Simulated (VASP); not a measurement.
# Ni2H (P-3m1) in VASP: notebook

Ni2H is run at these levels: PBEsol; tasks: single point.

Program: VASP 6.6.1. These are calculated values, not measurements. Logs are shortened: lines on timing, memory, paths and dates and some standing lists are left out, and cuts for length are marked.

## (1) The cell of the first run

The structure is trigonal, space group P-3m1 (No. 164). The conventional cell has a = 2.561 Å, b = 2.561 Å, c = 4.244 Å, α = 90.00°, β = 90.00°, γ = 120.00°. Within 2.4 Å of Ni (site symmetry 3m) lie 3 H at 1.84 Å. Within 2.4 Å of H (site symmetry -3m) lie 6 Ni at 1.84 Å.

## (2) Single point, PBEsol, collinear spin, ferromagnetic start (8.04 Å³/atom)

The input, INCAR:

```
SYSTEM = Ni2H
PREC     = Accurate       ! precision mode
ENCUT    = 520            ! plane-wave cutoff, eV
EDIFF    = 1E-6           ! SCF threshold, eV
ISMEAR   = 0              ! smearing method
SIGMA    = 0.1            ! smearing width, eV
LREAL    = .False.        ! projectors in reciprocal space
LASPH    = .True.         ! aspherical terms in the spheres
NELM     = 150            ! most SCF steps
ALGO     = Normal         ! electronic algorithm
ISIF     = 2              ! what is computed and relaxed
LWAVE    = .False.        ! write WAVECAR
LCHARG   = .False.        ! write CHGCAR
ISPIN    = 2              ! spin polarisation
MAGMOM   = 0.16 0.16 0    ! initial moments
LORBIT   = 11             ! projections on sites
LMAXMIX  = 4              ! l up to which the mixer works
GGA      = PS             ! functional
NBANDS   = 22             ! bands
```

The input, KPOINTS:

```
Automatic mesh
0
Gamma
  18 18 10
  0 0 0
```

The input, POSCAR:

```
Ni2H
1.0
    2.5613347924      0.0000000000      0.0000000000
   -1.2806673962      2.2181809978      0.0000000000
    0.0000000000      0.0000000000      4.2444237506
Ni H
2 1
Direct
    0.3333333333      0.6666666667      0.2583349025
    0.6666666667      0.3333333333      0.7416650975
    0.0000000000      0.0000000000      0.0000000000
```

Potentials or basis: VASP PAW PBE potentials, release 64 (Ni, H).

Run with:

```bash
$ cat potpaw_PBE.64/Ni/POTCAR potpaw_PBE.64/H/POTCAR > POTCAR
$ mpirun -np 1 vasp_std > vasp.out
```

OUTCAR:

```text
SYSTEM = Ni2H
   PREC = Accurate
   ENCUT = 520
   EDIFF = 1E-6
   ISMEAR = 0
   LREAL = .False.
   LASPH = .True.
   NELM = 150
   ISIF = 2
   ISPIN = 2
   LORBIT = 11
   GGA = PS

 ion  position               nearest neighbor table
   1  0.333  0.667  0.258-   3 1.84   3 1.84   3 1.84   2 2.53   2 2.53   2 2.53   2 2.64   2 2.64
                             2 2.64
   2  0.667  0.333  0.742-   3 1.84   3 1.84   3 1.84   1 2.53   1 2.53   1 2.53   1 2.64   1 2.64
                             1 2.64
   3  0.000  0.000  0.000-   1 1.84   2 1.84   1 1.84   2 1.84   2 1.84   1 1.84

  LATTYP: Found a hexagonal cell.
 ALAT       =     2.5613347924
 C/A-ratio  =     1.6571140029

  Lattice vectors:

 A1 = (   2.5613347924,   0.0000000000,   0.0000000000)
 A2 = (  -1.2806673962,   2.2181809978,   0.0000000000)
 A3 = (   0.0000000000,   0.0000000000,   4.2444237506)

Analysis of symmetry for initial positions (statically):
=====================================================================
 Subroutine PRICEL returns:
 Original cell was already a primitive cell.

 Routine SETGRP: Setting up the symmetry group for a
 hexagonal supercell.

 Subroutine GETGRP returns: Found 12 space group operations
 (whereof 12 operations were pure point group operations)
 out of a pool of 24 trial point group operations.

The static configuration has the point symmetry D_3d.

Analysis of symmetry for dynamics (positions and initial velocities):
=====================================================================
 Subroutine PRICEL returns:
 Original cell was already a primitive cell.

 Routine SETGRP: Setting up the symmetry group for a
 hexagonal supercell.

 Subroutine GETGRP returns: Found 12 space group operations
 (whereof 12 operations were pure point group operations)
 out of a pool of 24 trial point group operations.

The dynamic configuration has the point symmetry D_3d.

Analysis of structural, dynamic, and magnetic symmetry:
=====================================================================
 Subroutine PRICEL returns:
 Original cell was already a primitive cell.

 Routine SETGRP: Setting up the symmetry group for a
 hexagonal supercell.

 Subroutine GETGRP returns: Found 12 space group operations
 (whereof 12 operations were pure point group operations)
 out of a pool of 24 trial point group operations.

The overall configuration has the point symmetry D_3d.

 Subroutine INISYM returns: Found 12 space group operations
 (whereof 12 operations are pure point group operations),
 and found     1 'primitive' translations

----------------------------------------------------------------------------------------

                                     Primitive cell

  volume of cell :      24.1147

  direct lattice vectors                    reciprocal lattice vectors
     2.561334792  0.000000000  0.000000000     0.390421433  0.225409919  0.000000000
    -1.280667396  2.218180998  0.000000000     0.000000000  0.450819839  0.000000000
     0.000000000  0.000000000  4.244423751     0.000000000  0.000000000  0.235603243

  length of vectors
     2.561334792  2.561334792  4.244423751     0.450819839  0.450819839  0.235603243

  position of ions in fractional coordinates (direct lattice)
     0.333333333  0.666666667  0.258334903
     0.666666667  0.333333333  0.741665097
     0.000000000  0.000000000  0.000000000

  ion indices of the primitive-cell ions
   primitive index   ion index
                 1           1
                 2           2
                 3           3

----------------------------------------------------------------------------------------

 KPOINTS: Automatic mesh

Automatic generation of k-mesh.
 Grid dimensions read from file:
 generate k-points for:   18   18   10

 Generating k-lattice:

  Cartesian coordinates                     Fractional coordinates (reciprocal lattice)
     0.021690080  0.012522773  0.000000000     0.055555556 -0.000000000  0.000000000
     0.000000000  0.025045547  0.000000000     0.000000000  0.055555556  0.000000000
     0.000000000  0.000000000  0.023560324     0.000000000  0.000000000  0.100000000

  Length of vectors
     0.025045547  0.025045547  0.023560324

  Shift w.r.t. Gamma in fractional coordinates (k-lattice)
     0.000000000  0.000000000  0.000000000

 Subroutine IBZKPT returns following result:
 ===========================================

 Found    330 irreducible k-points:

 Following reciprocal coordinates:
            Coordinates               Weight
  0.000000  0.000000  0.000000      1.000000
  0.055556  0.000000  0.000000      6.000000
  0.111111  0.000000  0.000000      6.000000
  0.166667  0.000000  0.000000      6.000000
  0.222222  0.000000  0.000000      6.000000
  0.277778  0.000000  0.000000      6.000000
[... 16 lines left out ...]
  0.333333  0.111111  0.000000     12.000000
  0.388889  0.111111  0.000000     12.000000
 [... further k-points ...]
   k-points           NKPTS =    330   k-points in BZ     NKDIM =    330   number of bands    NBANDS=     22
   number of dos      NEDOS =    301   number of ions     NIONS =      3
   total plane-waves  NPLWV =  12800
   dimension x,y,z NGX =    20 NGY =   20 NGZ =   32
   dimension x,y,z NGXF=    40 NGYF=   40 NGZF=   64
   ions per type =               2   1
   NGX,Y,Z   is equivalent  to a cutoff of  12.98, 12.98, 12.53 a.u.
   NGXF,Y,Z  is equivalent  to a cutoff of  25.96, 25.96, 25.07 a.u.
 SYSTEM =  Ni2H
   PREC   = accura    normal or accurate (medium, high low for compatibility)
   ISTART =      0    job   : 0-new  1-cont  2-samecut
   ICHARG =      2    charge: 1-file 2-atom 10-const
   ISPIN  =      2    spin polarized calculation?
   LNONCOLLINEAR =      F non collinear calculations
   LSORBIT =      F    spin-orbit coupling
   LASPH  =      T    aspherical Exc in radial PAW
   ENCUT  =  520.0 eV  38.22 Ry    6.18 a.u.   4.76  4.76  7.89*2*pi/ulx,y,z
   NELM   =    150;   NELMIN=  2; NELMDL= -5     # of ELM steps
   EDIFF  = 0.1E-05   stopping-criterion for ELM
   LREAL  =      F    real-space projection
   EDIFFG = 0.1E-04   stopping-criterion for IOM
   NSW    =      0    number of steps for IOM
   IBRION =     -1    ionic relax: 0-MD 1-quasi-New 2-CG
   NFREE  =      0    steps in history (QN), initial steepest desc. (CG)
   ISIF   =      2    stress and relaxation
   ISYM   =      2    0-nonsym 1-usesym 2-fastsym
   POTIM  = 0.5000    time-step for ionic-motion
   TEBEG  =    0.0;   TEEND  =   0.0 temperature during run
   PSTRESS=    0.0 pullay stress
   NELECT =      21.0000    total number of electrons
   NUPDOWN=      -1.0000    fix difference up-down
   EMIN   =  10.00;   EMAX   =-10.00  energy-range for DOS
   EFERMI =   0.00;   METHOD = LEGACY
   ISMEAR =     0;   SIGMA  =   0.10  broadening in eV -4-tet -1-fermi 0-gaus
   EFERMI_NEDOS =   21; number of points for ismear=-14 and -15
   IALGO  =     38    algorithm
   IMIX   =      4    mixing-type and parameters
     AMIX     =   0.40;   BMIX     =  1.00
     AMIX_MAG =   1.60;   BMIX_MAG =  1.00
  volume/ion in A,a.u.               =       8.04        54.24
  Fermi-wavevector in a.u.,A,eV,Ry     =   1.563342  2.954287 33.253145  2.444037
  Thomas-Fermi vector in A             =   2.666127
   LORBIT       =     11    0 simple, 1 ext, 2 COOP (PROOUT), +10 PAW based schemes
   GGA     = PS    functional components
   LHFCALC =     F    Hartree Fock is set to
   AEXX    =    0.0000 exact exchange contribution
   IVDW    =     0    specifies the selected vdW correction
   LEPSILON=     F    determine dielectric tensor
   LRPA    =     F    only Hartree local field effects (RPA)
 spin polarized calculation
 Gauss-broadening in eV      SIGMA  =   0.10
  energy-cutoff  :      520.00
  volume of cell :       24.11
 maximum number of plane-waves:       660
   NGX =  9   NGY =  9   NGZ = 15

 number of electron      21.0000022 magnetization       0.2967236

 Free energy of the ion-electron system (eV)
  ---------------------------------------------------
  ext. energy  EPLUGINS =         0.00000000
  ---------------------------------------------------
  free energy    TOTEN  =       -15.70872575 eV

  energy without entropy =      -15.68842043  energy(sigma->0) =      -15.69857309

 E-fermi :   8.6100     XC(G=0): -13.2638

 val. band max:        8.6098608081   @ k =   0.4444   0.0556   0.0000
 cond. band min:       8.6111526008   @ k =  -0.0556   0.5000   0.1000
 fundamental gap:      0.0012917927
 Fermi energy:         8.6099601378

 spin component 1

 k-point     1 :       0.0000    0.0000    0.0000
  band No.  band energies     occupation
      1      -2.4178      1.00000
      2       4.1308      1.00000
      3       5.8130      1.00000
      4       6.7386      1.00000
      5       6.7386      1.00000
      6       6.7523      1.00000
[... 14 lines left out ...]
     21      33.6848      0.00000
     22      36.5811      0.00000
[... 552 lines left out ...]
  band No.  band energies     occupation
      1       1.6611      1.00000
      2       4.6188      1.00000
      3       5.1350      1.00000
      4       5.8839      1.00000
      5       6.5239      1.00000
      6       6.6542      1.00000
[... 14 lines left out ...]
     21      35.7825      0.00000
     22      38.0233      0.00000

 [... further k-points ...]

 spin component 2

 k-point     1 :       0.0000    0.0000    0.0000
  band No.  band energies     occupation
      1      -2.4229      1.00000
      2       4.2212      1.00000
      3       5.8141      1.00000
      4       6.9027      1.00000
      5       6.9027      1.00000
      6       6.9146      1.00000
[... 14 lines left out ...]
     21      33.6825      0.00000
     22      36.5894      0.00000
[... 552 lines left out ...]
  band No.  band energies     occupation
      1       1.6805      1.00000
      2       4.7006      1.00000
      3       5.2566      1.00000
      4       5.9862      1.00000
      5       6.6431      1.00000
      6       6.7798      1.00000
[... 14 lines left out ...]
     21      35.7856      0.00000
     22      38.0254      0.00000

 [... further k-points ...]
[... 5 lines left out ...]
  --------------------------------------------------------------------------------------
  -------------------------------------------------------------------------------------
  Total       -1.7043648     -1.7043648     -1.7295175      0.0000000      0.0000000      0.0000000
  in kB     -113.2377111   -113.2377111   -114.9088512      0.0000000      0.0000000      0.0000000
  external PRESSURE =    -113.7947578 kB  Pullay stress =       0.0000000 kB

 VOLUME and BASIS-vectors are now :
 -----------------------------------------------------------------------------
  energy-cutoff  :      520.00
  volume of cell :       24.11
      direct lattice vectors                 reciprocal lattice vectors
     2.561334792  0.000000000  0.000000000     0.390421433  0.225409919  0.000000000
    -1.280667396  2.218180998  0.000000000     0.000000000  0.450819839  0.000000000
     0.000000000  0.000000000  4.244423751     0.000000000  0.000000000  0.235603243

 POSITION                                       TOTAL-FORCE (eV/Angst)
 -----------------------------------------------------------------------------------
     -0.00000      1.47879      1.09648        -0.000000      0.000000      0.004969
      1.28067      0.73939      3.14794         0.000000     -0.000000     -0.004969
      0.00000      0.00000      0.00000        -0.000000      0.000000     -0.000000
 -----------------------------------------------------------------------------------
    total drift:                               -0.000000      0.000000     -0.000000

  FREE ENERGIE OF THE ION-ELECTRON SYSTEM (eV)
  ---------------------------------------------------
  free  energy   TOTEN  =       -15.7087257468 eV

  energy  without entropy=      -15.6884204260  energy(sigma->0) =      -15.69857309

 total charge

# of ion       s       p       d       tot
------------------------------------------
    1        0.442   0.496   8.394   9.332
    2        0.442   0.496   8.394   9.332
    3        0.489   0.037   0.000   0.526
--------------------------------------------------
tot          1.374   1.028  16.787  19.189

 magnetization (x)

# of ion       s       p       d       tot
------------------------------------------
    1       -0.001  -0.004   0.158   0.153
    2       -0.001  -0.004   0.158   0.153
    3       -0.001  -0.000   0.000  -0.002
--------------------------------------------------
tot         -0.004  -0.009   0.316   0.303
```

Run time: 5.4 min. Hardware: 1 thread of Intel Xeon Platinum 8259CL at 2.50GHz (Skylake/Cascade Lake), shared host; peak memory 0.34 GiB.

Results:

| Quantity | Value |
| --- | --- |
| Free energy | -15.7087 eV |
| Pressure | -11.4 GPa |
| Largest force | 0.005 eV/Å |
| Net moment | 0.30 μB per cell |
| Site moments | Ni +0.15; H -0.00 μB |
| Valence electrons inside the program's atomic spheres | Ni 9.33; H 0.53 |

Forces in eV/Å, atoms in the order of the input:
```
Ni   0.000  0.000  0.005
Ni   0.000  0.000 -0.005
H    0.000  0.000  0.000
```

Stress tensor (GPa, compression positive):
```
-11.32   0.00   0.00
  0.00 -11.32   0.00
  0.00   0.00 -11.49
```

Caveat: the cell stands under tension; the PAW data sets were made with another functional, which shifts forces and pressure a little.

[end of part 1 of 2]
